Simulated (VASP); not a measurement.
# Al32H (a cell with a defect) in VASP: further runs

The runs below take Al32H (a cell with a defect) through single point, with PBEsol.

Everything below comes from runs of VASP 6.6.1. Logs are shortened: lines on timing, memory, paths and dates and some standing lists are left out, and cuts for length are marked.

## 1. The cell of the first run

The cell holds a defect, 33 atoms: a = 8.100 Å, b = 8.100 Å, c = 8.100 Å, α = 90.00°, β = 90.00°, γ = 90.00°.

## 2. Single point, PBEsol

INCAR

```
SYSTEM = Al32H
PREC = Accurate ; ENCUT = 520
EDIFF = 1E-6 ; ISMEAR = 0
SIGMA = 0.1 ; LREAL = Auto
LASPH = .True. ; NELM = 100
ALGO = Normal ; ISIF = 2
LWAVE = .False. ; LCHARG = .False.
GGA = PS ; NBANDS = 70
```

KPOINTS

```
regular mesh
0
Gamma
  3 3 3
  0 0 0
```

POSCAR

```
Al32H
1.0
    8.1000000000      0.0000000000      0.0000000000
    0.0000000000      8.1000000000      0.0000000000
    0.0000000000      0.0000000000      8.1000000000
Al H
32 1
Direct
    0.4956625926     -0.0026139506     -0.0019235802
    0.7468013580      0.2469727160      0.0002466667
    0.7362429630     -0.0008050617      0.2479737037
   -0.0027876543     -0.0027644444     -0.0028991358
    0.2474265432      0.2474596296     -0.0002071605
    0.4976155556      0.4976390123     -0.0013469136
    0.7478325926      0.7478604938     -0.0004076543
    0.2500253086     -0.0027717284      0.2499716049
    0.4956902469      0.2491866667      0.2498324691
    0.7461672840      0.4974738272      0.2492243210
    0.4974738272     -0.0020102469      0.5009670370
    0.7478182716      0.2476893827      0.4993828395
    0.7461308642     -0.0020225926      0.7497461728
   -0.0026414815      0.4956976543     -0.0019050617
    0.2469482716      0.7468213580      0.0002509877
   -0.0028006173      0.2500350617      0.2499758025
    0.2491440741      0.4957214815      0.2498369136
    0.4974441975      0.7461814815      0.2492269136
   -0.0008275309     -0.0008223457      0.5111793827
    0.2469176543      0.2469385185      0.5003511111
    0.4973388889      0.4973620988      0.5004671605
    0.7463598765      0.7463774074      0.5008055556
    0.2491969136     -0.0026122222      0.7515318519
    0.4976027160      0.2485297531      0.7495756790
    0.7467592593      0.4973828395      0.7498522222
   -0.0008319753      0.7363241975      0.2479949383
   -0.0020292593      0.4974909877      0.5009677778
    0.2476630864      0.7478430864      0.4993848148
   -0.0026335802      0.2492209877      0.7515291358
    0.2485104938      0.4976243210      0.7495774074
    0.4973614815      0.7467827160      0.7498511111
   -0.0020435802      0.7461433333      0.7497593827
    0.9652753086      0.9653976543      0.2823379012
```

Potentials or basis: VASP PAW PBE potentials, release 64 (Al, H).

Launch:

```sh
$ cat potpaw_PBE.64/Al/POTCAR potpaw_PBE.64/H/POTCAR > POTCAR
$ mpirun -np 1 vasp_std > vasp.out
```

OUTCAR:

```text
SYSTEM = Al32H
   PREC = Accurate
   ENCUT = 520
   EDIFF = 1E-6
   ISMEAR = 0
   LREAL = Auto
   LASPH = .True.
   NELM = 100
   ISIF = 2
   GGA = PS

 ion  position               nearest neighbor table
   1  0.496  0.997  0.998-   3 2.81  23 2.82   8 2.85   5 2.85  13 2.86  31 2.86  15 2.86  24 2.86
                             2 2.87   7 2.87  18 2.88   9 2.88
   2  0.747  0.247  0.000-   3 2.84  14 2.86  29 2.86  10 2.86  13 2.86   6 2.86  24 2.86  16 2.86
                             4 2.86   9 2.87   1 2.87  25 2.87
   3  0.736  0.999  0.248-  33 1.90   1 2.81   9 2.81  11 2.82  18 2.82   2 2.84   7 2.86  12 2.86
                            22 2.90  16 2.93   4 2.93  26 3.01  19 3.01
   4  0.997  0.997  0.997-  23 2.85  29 2.85  32 2.85  13 2.85   7 2.86   2 2.86  15 2.86   5 2.87
                            16 2.90   8 2.90  26 2.93   3 2.93
   5  0.247  0.247  1.000-   9 2.85  17 2.85  14 2.85   1 2.85  29 2.85  23 2.85   6 2.87  30 2.87
                            24 2.87  16 2.87   8 2.87   4 2.87
   6  0.498  0.498  0.999-  25 2.85  31 2.85  30 2.85  24 2.85  18 2.86  10 2.86   9 2.86  17 2.86
                            15 2.86   2 2.86   5 2.87   7 2.87
   7  0.748  0.748  1.000-   4 2.86  32 2.86  13 2.86   3 2.86  26 2.86  10 2.86  18 2.86  31 2.87
                            25 2.87   6 2.87  14 2.87   1 2.87
   8  0.250  0.997  0.250-   1 2.85   9 2.85  11 2.85  18 2.86  28 2.86  20 2.86  15 2.86   5 2.87
                            16 2.90   4 2.90  26 2.93  19 2.93
   9  0.496  0.249  0.250-   3 2.81  17 2.82   8 2.85   5 2.85  10 2.86  21 2.86  20 2.86   6 2.86
[... 32 lines left out ...]
                            27 2.86  12 2.86   7 2.87   2 2.87
  26  0.999  0.736  0.248-  33 1.90  14 2.81  17 2.81  27 2.82  10 2.82  15 2.84   7 2.86  28 2.86
                            22 2.90   8 2.93   4 2.93   3 3.01  19 3.01
  27  0.998  0.497  0.501-  26 2.82  32 2.85  16 2.85  29 2.86  30 2.86  20 2.86  12 2.86  28 2.86
                            25 2.86  22 2.87  17 2.88  10 2.88
  28  0.248  0.748  0.499-   8 2.86  18 2.86  11 2.86  27 2.86  32 2.86  19 2.86  26 2.86  21 2.86
                            31 2.86  30 2.87  17 2.87  23 2.87
  29  0.997  0.249  0.752-  19 2.81  14 2.82   4 2.85   5 2.85  25 2.86  27 2.86   2 2.86  30 2.86
                            20 2.87  12 2.87  13 2.88  23 2.88
  30  0.249  0.498  0.750-  21 2.85  31 2.85   6 2.85  24 2.85  32 2.86  27 2.86  29 2.86  14 2.86
                            15 2.86  20 2.86   5 2.87  28 2.87
  31  0.497  0.747  0.750-   6 2.85  30 2.85  22 2.85  23 2.86  25 2.86  21 2.86   1 2.86  13 2.86
                            11 2.86  28 2.86   7 2.87  15 2.87
  32  0.998  0.746  0.750-  19 2.82  27 2.85   4 2.85  14 2.86  30 2.86  15 2.86   7 2.86  25 2.86
                            28 2.86  22 2.87  23 2.88  13 2.88
  33  0.965  0.965  0.282-  19 1.89   3 1.90  26 1.90

  LATTYP: Found a simple cubic cell.
 ALAT       =     8.1000000000

  Lattice vectors:

 A1 = (   8.1000000000,   0.0000000000,   0.0000000000)
 A2 = (   0.0000000000,   8.1000000000,   0.0000000000)
 A3 = (   0.0000000000,   0.0000000000,   8.1000000000)

Analysis of symmetry for initial positions (statically):
=====================================================================
 Subroutine PRICEL returns:
 Original cell was already a primitive cell.

 Routine SETGRP: Setting up the symmetry group for a
 simple cubic supercell.

 Subroutine GETGRP returns: Found  1 space group operations
 (whereof  1 operations were pure point group operations)
 out of a pool of 48 trial point group operations.

The static configuration has the point symmetry C_1 .

Analysis of symmetry for dynamics (positions and initial velocities):
=====================================================================
 Subroutine PRICEL returns:
 Original cell was already a primitive cell.

 Routine SETGRP: Setting up the symmetry group for a
 simple cubic supercell.

 Subroutine GETGRP returns: Found  1 space group operations
[... 44 lines left out ...]
   TEBEG  =    0.0;   TEEND  =   0.0 temperature during run
   PSTRESS=    0.0 pullay stress
   NELECT =      97.0000    total number of electrons
   NUPDOWN=      -1.0000    fix difference up-down
   EMIN   =  10.00;   EMAX   =-10.00  energy-range for DOS
   EFERMI =   0.00;   METHOD = LEGACY
   ISMEAR =     0;   SIGMA  =   0.10  broadening in eV -4-tet -1-fermi 0-gaus
   EFERMI_NEDOS =   21; number of points for ismear=-14 and -15
   IALGO  =     38    algorithm
   IMIX   =      4    mixing-type and parameters
     AMIX     =   0.40;   BMIX     =  1.00
     AMIX_MAG =   1.60;   BMIX_MAG =  1.00
  volume/ion in A,a.u.               =      16.10       108.68
  Fermi-wavevector in a.u.,A,eV,Ry     =   0.928639  1.754874 11.733269  0.862371
  Thomas-Fermi vector in A             =   2.054837
   LORBIT       =      0    0 simple, 1 ext, 2 COOP (PROOUT), +10 PAW based schemes
   GGA     = PS    functional components
   LHFCALC =     F    Hartree Fock is set to
   AEXX    =    0.0000 exact exchange contribution
   IVDW    =     0    specifies the selected vdW correction
   LEPSILON=     F    determine dielectric tensor
   LRPA    =     F    only Hartree local field effects (RPA)
 non-spin polarized calculation
 Gauss-broadening in eV      SIGMA  =   0.10
  energy-cutoff  :      520.00
  volume of cell :      531.44
 maximum number of plane-waves:     14358
   NGX = 31   NGY = 31   NGZ = 31

 number of electron      96.9999999 magnetization

 Free energy of the ion-electron system (eV)
  ---------------------------------------------------
  ext. energy  EPLUGINS =         0.00000000
  ---------------------------------------------------
  free energy    TOTEN  =      -134.28796615 eV

  energy without entropy =     -134.26790590  energy(sigma->0) =     -134.27793602

 E-fermi :   7.7853     XC(G=0): -10.2562

 val. band max:        7.6685035721   @ k =   0.3333   0.3333   0.3333
 cond. band min:       7.8809134023   @ k =   0.0000   0.3333   0.0000
 fundamental gap:      0.2124098301
 Fermi energy:         7.7853405903

 k-point     1 :       0.0000    0.0000    0.0000
  band No.  band energies     occupation
      1      -3.3181      2.00000
      2      -1.6506      2.00000
      3      -0.9815      2.00000
      4      -0.9813      2.00000
      5      -0.9437      2.00000
      6      -0.9437      2.00000
[... 871 lines left out ...]
     59       9.7054      0.00000
     60       9.7098      0.00000
 [bands above 60 left out]

------------------------ aborting loop because EDIFF is reached ----------------------------------------

  FORCE on cell =-STRESS in cart. coord.  units (eV):
  Direction    XX          YY          ZZ          XY          YZ          ZX
  --------------------------------------------------------------------------------------
  -------------------------------------------------------------------------------------
  Total       -3.8562572     -3.8587221     -3.8679057     -0.2231089      0.1654744      0.1663743
  in kB      -11.6257644    -11.6331956    -11.6608820     -0.6726242      0.4988687      0.5015817
  external PRESSURE =     -11.6399473 kB  Pullay stress =       0.0000000 kB

 VOLUME and BASIS-vectors are now :
 -----------------------------------------------------------------------------
  energy-cutoff  :      520.00
  volume of cell :      531.44
      direct lattice vectors                 reciprocal lattice vectors
     8.100000000  0.000000000  0.000000000     0.123456790  0.000000000  0.000000000
     0.000000000  8.100000000  0.000000000     0.000000000  0.123456790  0.000000000
     0.000000000  0.000000000  8.100000000     0.000000000  0.000000000  0.123456790

 POSITION                                       TOTAL-FORCE (eV/Angst)
 -----------------------------------------------------------------------------------
      4.01487      8.07883      8.08442         0.006295     -0.000697      0.004980
      6.04909      2.00048      0.00200        -0.000354     -0.004286      0.004708
      5.96357      8.09348      2.00859         0.015110     -0.012831      0.012082
      8.07742      8.07761      8.07652         0.000232      0.000143     -0.003662
      2.00415      2.00442      8.09832        -0.004943     -0.005137      0.002823
      4.03069      4.03088      8.08909        -0.004277     -0.003752      0.001272
[... 25 lines left out ...]
      8.08345      6.04376      6.07305        -0.004011     -0.003232      0.005151
      7.81873      7.81972      2.28694         0.089385      0.088956     -0.089629
 -----------------------------------------------------------------------------------
    total drift:                               -0.069635     -0.071354      0.002081

  FREE ENERGIE OF THE ION-ELECTRON SYSTEM (eV)
  ---------------------------------------------------
  free  energy   TOTEN  =      -134.2879661491 eV

  energy  without entropy=     -134.2679058964  energy(sigma->0) =     -134.27793602
```

Run time: 4.5 min. Hardware: 1 thread of Intel Xeon 6975P-C (Granite Rapids), shared host; peak memory 0.64 GiB.

Results:

```
Free energy            : -134.2880 eV
Pressure               : -1.2 GPa
Largest force          : 0.155 eV/Å
Band gap on the k mesh : zero (an odd number of electrons rules out a gap without spin polarisation)
```

Forces on the atoms (eV/Å):
```
Al   0.006 -0.001  0.005
Al   0.000 -0.004  0.005
Al   0.015 -0.013  0.012
Al   0.000  0.000 -0.004
Al  -0.005 -0.005  0.003
Al  -0.004 -0.004  0.001
Al  -0.006 -0.006  0.002
Al   0.006 -0.004  0.002
Al   0.004 -0.004  0.002
Al  -0.002 -0.006  0.004
Al  -0.007 -0.003  0.006
Al  -0.005 -0.007  0.002
Al  -0.003 -0.004  0.005
Al  -0.001  0.006  0.005
Al  -0.004  0.000  0.005
Al  -0.003  0.006  0.002
Al  -0.004  0.004  0.001
Al  -0.006 -0.002  0.004
Al  -0.013 -0.012 -0.008
Al  -0.004 -0.005  0.000
Al  -0.003 -0.004  0.002
Al   0.003  0.004 -0.002
Al  -0.007 -0.003  0.001
Al  -0.004 -0.003  0.002
Al  -0.003 -0.004  0.002
Al  -0.013  0.014  0.012
Al  -0.003 -0.006  0.006
Al  -0.007 -0.005  0.002
Al  -0.004 -0.007  0.001
Al  -0.002 -0.004  0.002
Al  -0.004 -0.003  0.002
Al  -0.004 -0.003  0.005
H    0.089  0.089 -0.090
```

Caveat: the PAW data sets were made with another functional, which shifts forces and pressure a little.

(Continued in part 2 of 2.)
